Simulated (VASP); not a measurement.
# CoO (Fm-3m) in VASP: settings compared, part 2 of 2

VASP 6.6.1. Earlier steps stand in the parts before.

### 3 Single point, revPBE, collinear spin, ferromagnetic start

Input file INCAR:

```
SYSTEM = CoO
PREC = Accurate
ENCUT = 520
EDIFF = 1E-6
ISMEAR = -1
SIGMA = 0.05
LREAL = .FALSE.
LASPH = .TRUE.
NELM = 150
ALGO = Normal
ISIF = 2
LWAVE = .FALSE.
LCHARG = .FALSE.
ISPIN = 2
MAGMOM = 2 0
LORBIT = 11
LMAXMIX = 4
GGA = RE
NBANDS = 18
```

Input file KPOINTS:

```
regular mesh
0
G
  11 11 11
  0 0 0
```

Input file POSCAR:

```
CoO
1.0
    0.0000000000      2.0879877907      2.0879877907
    2.0879877907      0.0000000000      2.0879877907
    2.0879877907      2.0879877907      0.0000000000
Co O
1 1
Direct
    0.0000000000      0.0000000000      0.0000000000
    0.5000000000      0.5000000000      0.5000000000
```

Potentials or basis: VASP PAW PBE potentials, release 64 (Co, O).

Run with:

```sh
> cat potpaw_PBE.64/Co/POTCAR potpaw_PBE.64/O/POTCAR > POTCAR
> mpirun -np 1 vasp_std > vasp.out
```

OUTCAR:

```text
SYSTEM = CoO
   PREC = Accurate
   ENCUT = 520
   EDIFF = 1E-6
   ISMEAR = -1
   LREAL = .FALSE.
   LASPH = .TRUE.
   NELM = 150
   ISIF = 2
   ISPIN = 2
   LORBIT = 11
   GGA = RE

 ion  position               nearest neighbor table
   1  0.000  0.000  0.000-   2 2.09   2 2.09   2 2.09   2 2.09   2 2.09   2 2.09
   2  0.500  0.500  0.500-   1 2.09   1 2.09   1 2.09   1 2.09   1 2.09   1 2.09

  LATTYP: Found a face centered cubic cell.
 ALAT       =     4.1759755814

  Lattice vectors:

 A1 = (   0.0000000000,   2.0879877907,   2.0879877907)
 A2 = (   2.0879877907,   0.0000000000,   2.0879877907)
 A3 = (   2.0879877907,   2.0879877907,   0.0000000000)

Analysis of symmetry for initial positions (statically):
[... 25 lines left out ...]
The dynamic configuration has the point symmetry O_h .

Analysis of structural, dynamic, and magnetic symmetry:
=====================================================================
 Subroutine PRICEL returns:
[... 7 lines left out ...]
 out of a pool of 48 trial point group operations.

The overall configuration has the point symmetry O_h .

 Subroutine INISYM returns: Found 48 space group operations
[... 5 lines left out ...]
                                     Primitive cell

  volume of cell :      18.2060

  direct lattice vectors                    reciprocal lattice vectors
     0.000000000  2.087987791  2.087987791    -0.239465002  0.239465002  0.239465002
     2.087987791  0.000000000  2.087987791     0.239465002 -0.239465002  0.239465002
     2.087987791  2.087987791  0.000000000     0.239465002  0.239465002 -0.239465002

  length of vectors
     2.952860652  2.952860652  2.952860652     0.414765550  0.414765550  0.414765550

  position of ions in fractional coordinates (direct lattice)
     0.000000000  0.000000000  0.000000000
     0.500000000  0.500000000  0.500000000

  ion indices of the primitive-cell ions
   primitive index   ion index
                 1           1
                 2           2

----------------------------------------------------------------------------------------

 KPOINTS: regular mesh

Automatic generation of k-mesh.
 Grid dimensions read from file:
 generate k-points for:   11   11   11

 Generating k-lattice:

  Cartesian coordinates                     Fractional coordinates (reciprocal lattice)
    -0.021769546  0.021769546  0.021769546     0.090909091  0.000000000  0.000000000
     0.021769546 -0.021769546  0.021769546     0.000000000  0.090909091  0.000000000
     0.021769546  0.021769546 -0.021769546     0.000000000  0.000000000  0.090909091

  Length of vectors
     0.037705959  0.037705959  0.037705959

  Shift w.r.t. Gamma in fractional coordinates (k-lattice)
     0.000000000  0.000000000  0.000000000

 Subroutine IBZKPT returns following result:
 ===========================================

 Found     56 irreducible k-points:

 Following reciprocal coordinates:
            Coordinates               Weight
  0.000000  0.000000  0.000000      1.000000
  0.090909  0.000000  0.000000      8.000000
  0.181818  0.000000  0.000000      8.000000
  0.272727  0.000000  0.000000      8.000000
  0.363636  0.000000  0.000000      8.000000
  0.454545  0.000000  0.000000      8.000000
[... 16 lines left out ...]
 -0.272727  0.181818  0.000000     24.000000
 -0.181818  0.181818  0.000000     12.000000
 [... further k-points ...]
   k-points           NKPTS =     56   k-points in BZ     NKDIM =     56   number of bands    NBANDS=     18
   number of dos      NEDOS =    301   number of ions     NIONS =      2
   total plane-waves  NPLWV =  13824
   dimension x,y,z NGX =    24 NGY =   24 NGZ =   24
   dimension x,y,z NGXF=    48 NGYF=   48 NGZF=   48
   ions per type =               1   1
   NGX,Y,Z   is equivalent  to a cutoff of  13.51, 13.51, 13.51 a.u.
   NGXF,Y,Z  is equivalent  to a cutoff of  27.02, 27.02, 27.02 a.u.
 SYSTEM =  CoO
   PREC   = accura    normal or accurate (medium, high low for compatibility)
   ISTART =      0    job   : 0-new  1-cont  2-samecut
   ICHARG =      2    charge: 1-file 2-atom 10-const
   ISPIN  =      2    spin polarized calculation?
   LNONCOLLINEAR =      F non collinear calculations
   LSORBIT =      F    spin-orbit coupling
   LASPH  =      T    aspherical Exc in radial PAW
   ENCUT  =  520.0 eV  38.22 Ry    6.18 a.u.   5.49  5.49  5.49*2*pi/ulx,y,z
   NELM   =    150;   NELMIN=  2; NELMDL= -5     # of ELM steps
   EDIFF  = 0.1E-05   stopping-criterion for ELM
   LREAL  =      F    real-space projection
   EDIFFG = 0.1E-04   stopping-criterion for IOM
   NSW    =      0    number of steps for IOM
   IBRION =     -1    ionic relax: 0-MD 1-quasi-New 2-CG
   NFREE  =      0    steps in history (QN), initial steepest desc. (CG)
   ISIF   =      2    stress and relaxation
   ISYM   =      2    0-nonsym 1-usesym 2-fastsym
   POTIM  = 0.5000    time-step for ionic-motion
   TEBEG  =    0.0;   TEEND  =   0.0 temperature during run
   PSTRESS=    0.0 pullay stress
   NELECT =      15.0000    total number of electrons
   NUPDOWN=      -1.0000    fix difference up-down
   EMIN   =  10.00;   EMAX   =-10.00  energy-range for DOS
   EFERMI =   0.00;   METHOD = LEGACY
   ISMEAR =    -1;   SIGMA  =   0.05  broadening in eV -4-tet -1-fermi 0-gaus
   EFERMI_NEDOS =   21; number of points for ismear=-14 and -15
   IALGO  =     38    algorithm
   IMIX   =      4    mixing-type and parameters
     AMIX     =   0.40;   BMIX     =  1.00
     AMIX_MAG =   1.60;   BMIX_MAG =  1.00
  volume/ion in A,a.u.               =       9.10        61.43
  Fermi-wavevector in a.u.,A,eV,Ry     =   1.534737  2.900232 32.047403  2.355418
  Thomas-Fermi vector in A             =   2.641623
   LORBIT       =     11    0 simple, 1 ext, 2 COOP (PROOUT), +10 PAW based schemes
   GGA     = RE    functional components
   LHFCALC =     F    Hartree Fock is set to
   AEXX    =    0.0000 exact exchange contribution
   IVDW    =     0    specifies the selected vdW correction
   LEPSILON=     F    determine dielectric tensor
   LRPA    =     F    only Hartree local field effects (RPA)
 spin polarized calculation
  energy-cutoff  :      520.00
  volume of cell :       18.21
 maximum number of plane-waves:       531
 NGX is ok and might be reduce to    24
   NGX = 11   NGY = 11   NGZ = 11

 number of electron      14.9999997 magnetization       2.7613239

 Free energy of the ion-electron system (eV)
  ---------------------------------------------------
  ext. energy  EPLUGINS =         0.00000000
  ---------------------------------------------------
  free energy    TOTEN  =       -12.27980504 eV

  energy without entropy =      -12.24511486  energy(sigma->0) =      -12.26245995

 E-fermi :   8.8761     XC(G=0): -12.6301

 val. band max:        8.8672191676   @ k =   0.4545   0.0909   0.0000
 cond. band min:       8.8788948674   @ k =  -0.3636   0.4545   0.0909
 fundamental gap:      0.0116756998
 Fermi energy:         8.8760617715

 spin component 1

 k-point     1 :       0.0000    0.0000    0.0000
  band No.  band energies     occupation
      1     -11.9314      1.00000
      2       5.5019      1.00000
      3       5.5019      1.00000
      4       5.5019      1.00000
      5       5.6064      1.00000
      6       5.6065      1.00000
[... 10 lines left out ...]
     17      31.5288      0.00000
     18      34.6166      0.00000
[... 466 lines left out ...]
      2       1.8561      1.00000
      3       2.9738      1.00000
      4       3.5905      1.00000
      5       6.1378      1.00000
      6       6.1929      1.00000
[... 10 lines left out ...]
     17      37.7065      0.00000
     18      39.4370      0.00000

 [... further k-points ...]

 spin component 2

 k-point     1 :       0.0000    0.0000    0.0000
  band No.  band energies     occupation
      1     -11.4831      1.00000
      2       6.0119      1.00000
      3       6.0119      1.00000
      4       6.0119      1.00000
      5       7.6462      1.00000
      6       7.6463      1.00000
[... 10 lines left out ...]
     17      32.4889      0.00000
     18      35.4271      0.00000
[... 466 lines left out ...]
      2       2.5502      1.00000
      3       4.3248      1.00000
      4       4.3338      1.00000
      5       8.0898      1.00000
      6       8.5493      0.99855
[... 10 lines left out ...]
     17      38.3119      0.00000
     18      40.0274      0.00000

 [... further k-points ...]
[... 5 lines left out ...]
  --------------------------------------------------------------------------------------
  -------------------------------------------------------------------------------------
  Total        1.5527119      1.5527119      1.5527119      0.0000000      0.0000000      0.0000000
  in kB      136.6430681    136.6430681    136.6430681      0.0000000      0.0000000      0.0000000
  external PRESSURE =     136.6430681 kB  Pullay stress =       0.0000000 kB

 VOLUME and BASIS-vectors are now :
 -----------------------------------------------------------------------------
  energy-cutoff  :      520.00
  volume of cell :       18.21
      direct lattice vectors                 reciprocal lattice vectors
     0.000000000  2.087987791  2.087987791    -0.239465002  0.239465002  0.239465002
     2.087987791  0.000000000  2.087987791     0.239465002 -0.239465002  0.239465002
     2.087987791  2.087987791  0.000000000     0.239465002  0.239465002 -0.239465002

 POSITION                                       TOTAL-FORCE (eV/Angst)
 -----------------------------------------------------------------------------------
      0.00000      0.00000      0.00000         0.000000      0.000000      0.000000
      2.08799      2.08799      2.08799        -0.000000     -0.000000     -0.000000
 -----------------------------------------------------------------------------------
    total drift:                                0.000000     -0.000000     -0.000000

  FREE ENERGIE OF THE ION-ELECTRON SYSTEM (eV)
  ---------------------------------------------------
  free  energy   TOTEN  =       -12.2798050427 eV

  energy  without entropy=      -12.2451148600  energy(sigma->0) =      -12.26245995

 total charge

# of ion       s       p       d       tot
------------------------------------------
    1        0.310   0.396   7.193   7.899
    2        1.561   3.457   0.000   5.018
--------------------------------------------------
tot          1.871   3.853   7.193  12.917

 magnetization (x)

# of ion       s       p       d       tot
------------------------------------------
    1        0.021   0.019   2.417   2.457
    2        0.030   0.233   0.000   0.263
--------------------------------------------------
tot          0.051   0.252   2.417   2.720
```

Wall time 27 s (1 thread of Intel Xeon Platinum 8259CL at 2.50GHz (Skylake/Cascade Lake), shared host); peak memory 0.17 GiB.

Results:

* Free energy: -12.2798 eV
* Pressure: 13.7 GPa
* Net moment: 2.76 μB per cell
* Site moments: Co +2.46; O +0.26 μB
* Valence electrons inside the program's atomic spheres: Co 7.90; O 5.02

Levels at points of the mesh, in eV from the Fermi level:
Spin up:
| k point | band 5 | band 6 | band 7 | band 8 | band 9 | band 10 | band 11 | band 12 | band 13 | band 14 |
| --- | --- | --- | --- | --- | --- | --- | --- | --- | --- | --- |
| (0.00, 0.00, 0.00) | -3.27 | -3.27 | -3.11 | -3.11 | -3.11 | 1.37 | 17.10 | 18.66 | 18.66 | 18.66 |
Spin down:
| k point | band 2 | band 3 | band 4 | band 5 | band 6 | band 7 | band 8 | band 9 | band 10 | band 11 |
| --- | --- | --- | --- | --- | --- | --- | --- | --- | --- | --- |
| (0.00, 0.00, 0.00) | -2.86 | -2.86 | -2.86 | -1.23 | -1.23 | -1.23 | 0.04 | 0.04 | 1.87 | 16.96 |

Caveat: the PAW data sets were made with another functional, which shifts forces and pressure a little; a cell with one magnetic atom can't hold antiferromagnetic order, which such compounds often take; semilocal functionals often make such compounds metallic where correlation or magnetic order opens a gap, which also shifts bond lengths. With open d or f shells a metallic result of revPBE can be an artefact of self-interaction; +U or a hybrid may open a gap.

### 4 Single point, LDA, collinear spin, ferromagnetic start

Input file INCAR:

```
SYSTEM = CoO
PREC = Accurate
ENCUT = 520
EDIFF = 1E-6
ISMEAR = -1
SIGMA = 0.05
LREAL = .False.
LASPH = .True.
NELM = 150
ALGO = Normal
ISIF = 2
LWAVE = .False.
LCHARG = .True.
ISPIN = 2
MAGMOM = 2 0
LORBIT = 11
LMAXMIX = 4
LELF = .True.
LVHAR = .True.
NBANDS = 18
```

Input file KPOINTS:

```
Automatic mesh
0
Gamma
  11 11 11
  0 0 0
```

POSCAR is that of step 3.

Potentials or basis: VASP PAW LDA potentials, release 64 (Co, O).

Run with:

```sh
> cat potpaw_LDA.64/Co/POTCAR potpaw_LDA.64/O/POTCAR > POTCAR
> mpirun -np 1 vasp_std > vasp.out
```

It took 24 s on 1 thread of Intel Xeon Platinum 8259CL at 2.50GHz (Skylake/Cascade Lake), shared host; peak memory 0.16 GiB.

It converged, with:

```yaml
Free_energy: -14.7832 eV
Pressure: -14.5 GPa
Net_moment: 2.33 μB per cell
Site_moments: Co +2.08; O +0.21 μB
Valence_electrons_inside_the_program's_atomic_spheres: Co 7.97; O 4.94
```

Levels at points of the mesh, in eV from the Fermi level:
Spin up:
```csv
k point,band 5,band 6,band 7,band 8,band 9,band 10,band 11,band 12,band 13,band 14
"(0.00, 0.00, 0.00)",-2.85,-2.85,-2.85,-2.79,-2.79,1.30,16.81,18.48,18.48,18.48
```
Spin down:
| k point | band 3 | band 4 | band 5 | band 6 | band 7 | band 8 | band 9 | band 10 |
| --- | --- | --- | --- | --- | --- | --- | --- | --- |
| (0.00, 0.00, 0.00) | -3.20 | -3.20 | -1.26 | -1.26 | -1.26 | -0.61 | -0.61 | 1.72 |

Caveat: a cell with one magnetic atom can't hold antiferromagnetic order, which such compounds often take; semilocal functionals often make such compounds metallic where correlation or magnetic order opens a gap, which also shifts bond lengths. With open d or f shells a metallic result of LDA can be an artefact of self-interaction; +U or a hybrid may open a gap.

### 5 Single point, PBEsol+D4, collinear spin, ferromagnetic start

This run uses another cell than the first one, of 9.30 Å³/atom, 1.021 times its volume.

Input file INCAR:

```
PREC     = Accurate       # precision mode
ENCUT    = 520            # plane-wave cutoff, eV
EDIFF    = 1E-6           # SCF threshold, eV
ISMEAR   = -1             # smearing method
SIGMA    = 0.05           # smearing width, eV
LREAL    = F              # projectors in reciprocal space
LASPH    = T              # aspherical terms in the spheres
NELM     = 150            # most SCF steps
ALGO     = Normal         # electronic algorithm
ISIF     = 2              # what is computed and relaxed
LWAVE    = F              # write WAVECAR
LCHARG   = F              # write CHGCAR
ISPIN    = 2              # spin polarisation
MAGMOM   = 2 0            # initial moments
LORBIT   = 11             # projections on sites
LMAXMIX  = 4              # l up to which the mixer works
GGA      = PS             # functional
IVDW     = 13             # dispersion correction
NBANDS   = 18             # bands
```

Input file KPOINTS:

```
Automatic mesh
0
Gamma
  11 11 11
```

Input file POSCAR:

```
CoO
1.0
    0.0000000000      2.1026924146      2.1026924146
    2.1026924146      0.0000000000      2.1026924146
    2.1026924146      2.1026924146      0.0000000000
Co O
1 1
Direct
    0.0000000000      0.0000000000      0.0000000000
    0.5000000000      0.5000000000      0.5000000000
```

Potentials or basis: VASP PAW PBE potentials, release 64 (Co, O).

Run with:

```sh
> cat potpaw_PBE.64/Co/POTCAR potpaw_PBE.64/O/POTCAR > POTCAR
> mpirun -np 1 vasp_std > vasp.out
```

Wall time 29 s (1 thread of Intel Xeon Platinum 8259CL at 2.50GHz (Skylake/Cascade Lake), shared host); peak memory 0.17 GiB.

Results (log left out):

```
Free energy                                           : -14.3211 eV
Pressure                                              : -7.2 GPa
Net moment                                            : 2.84 μB per cell
Site moments                                          : Co +2.49; O +0.29 μB
Valence electrons inside the program's atomic spheres : Co 7.87; O 4.97
Dispersion energy per atom                            : -0.162 eV
```

Levels at points of the mesh, in eV from the Fermi level:
Spin up:
```csv
k point,band 5,band 6,band 7,band 8,band 9,band 10,band 11,band 12,band 13,band 14
"(0.00, 0.00, 0.00)",-3.28,-3.28,-3.16,-3.16,-3.16,1.05,16.68,18.22,18.22,18.22
```
Spin down:
```
           k point  band 4  band 5  band 6  band 7  band 8  band 9
(0.00, 0.00, 0.00)   -2.82   -1.19   -1.19   -1.19   -0.20   -0.20
```

Caveat: the PAW data sets were made with another functional, which shifts forces and pressure a little; a cell with one magnetic atom can't hold antiferromagnetic order, which such compounds often take; semilocal functionals often make such compounds metallic where correlation or magnetic order opens a gap, which also shifts bond lengths; pairwise dispersion overbinds metals, which lowers pressure and volume. With open d or f shells a metallic result of PBEsol can be an artefact of self-interaction; +U or a hybrid may open a gap.

### 6 Single point, revPBE, collinear spin, ferromagnetic start

This run uses another cell than the first one, of 9.30 Å³/atom, 1.021 times its volume.

Input file INCAR:

```
PREC = Accurate
ENCUT = 520
EDIFF = 1E-6
ISMEAR = -1
SIGMA = 0.05
LREAL = False
LASPH = True
NELM = 150
ALGO = Normal
ISIF = 2
LWAVE = False
LCHARG = True
ISPIN = 2
MAGMOM = 2 0
LORBIT = 11
LMAXMIX = 4
GGA = RE
LELF = True
LVHAR = True
NBANDS = 18
```

KPOINTS is that of step 5.

POSCAR is that of step 5.

Potentials or basis: VASP PAW PBE potentials, release 64 (Co, O).

Run with:

```sh
> cat potpaw_PBE.64/Co/POTCAR potpaw_PBE.64/O/POTCAR > POTCAR
> mpirun -np 1 vasp_std > vasp.out
```

Wall time 27 s (1 thread of Intel Xeon Platinum 8259CL at 2.50GHz (Skylake/Cascade Lake), shared host); peak memory 0.17 GiB.

It converged, with:

```
Free energy                                           : -12.3082 eV
Pressure                                              : 9.3 GPa
Net moment                                            : 2.82 μB per cell
Site moments                                          : Co +2.50; O +0.28 μB
Valence electrons inside the program's atomic spheres : Co 7.86; O 5.01
```

Levels at points of the mesh, in eV from the Fermi level:
Spin up:
```csv
k point,band 7,band 8,band 9,band 10,band 11,band 12
"(0.00, 0.00, 0.00)",-3.10,-3.10,-3.10,1.25,17.04,18.48
```
Spin down:
```
           k point  band 3  band 4  band 5  band 6  band 7  band 8  band 9  band 10
(0.00, 0.00, 0.00)   -2.74   -2.74   -1.18   -1.18   -1.18    0.08    0.08     1.76
```

Caveat: the PAW data sets were made with another functional, which shifts forces and pressure a little; a cell with one magnetic atom can't hold antiferromagnetic order, which such compounds often take; semilocal functionals often make such compounds metallic where correlation or magnetic order opens a gap, which also shifts bond lengths. With open d or f shells a metallic result of revPBE can be an artefact of self-interaction; +U or a hybrid may open a gap.

### 7 Summary

| level | potentials or basis | cell | gap on the mesh (eV) | pressure (GPa) | moment (μB) |
| --- | --- | --- | --- | --- | --- |
| PBEsol+D4 | VASP PAW PBE potentials, release 64 (Co, O) | a = 2.953 Å, angles 60.0°, 2 atoms | none | -3.5 | 2.78 |
| revPBE | VASP PAW PBE potentials, release 64 (Co, O) | a = 2.953 Å, angles 60.0°, 2 atoms | none | 13.7 | 2.76 |
| LDA | VASP PAW LDA potentials, release 64 (Co, O) | a = 2.953 Å, angles 60.0°, 2 atoms | none | -14.5 | 2.33 |
| PBEsol+D4 | VASP PAW PBE potentials, release 64 (Co, O) | a = 2.974 Å, angles 60.0°, 2 atoms | none | -7.2 | 2.84 |
| revPBE | VASP PAW PBE potentials, release 64 (Co, O) | a = 2.974 Å, angles 60.0°, 2 atoms | none | 9.3 | 2.82 |

Alike in all rows: task single point; spin collinear, ferromagnetic start; k mesh 11 × 11 × 11; cutoff (eV) 520; smearing fermi-dirac 0.05 eV.

Caveats: a cell with one magnetic atom can't hold antiferromagnetic order, which such compounds often take; semilocal functionals often make such compounds metallic where correlation or magnetic order opens a gap, which also shifts bond lengths; the PAW data sets were made with another functional, which shifts forces and pressure a little (some runs); pairwise dispersion overbinds metals, which lowers pressure and volume (some runs).

Total energies depend on the potentials used, so only differences within one code and one set of settings carry meaning.
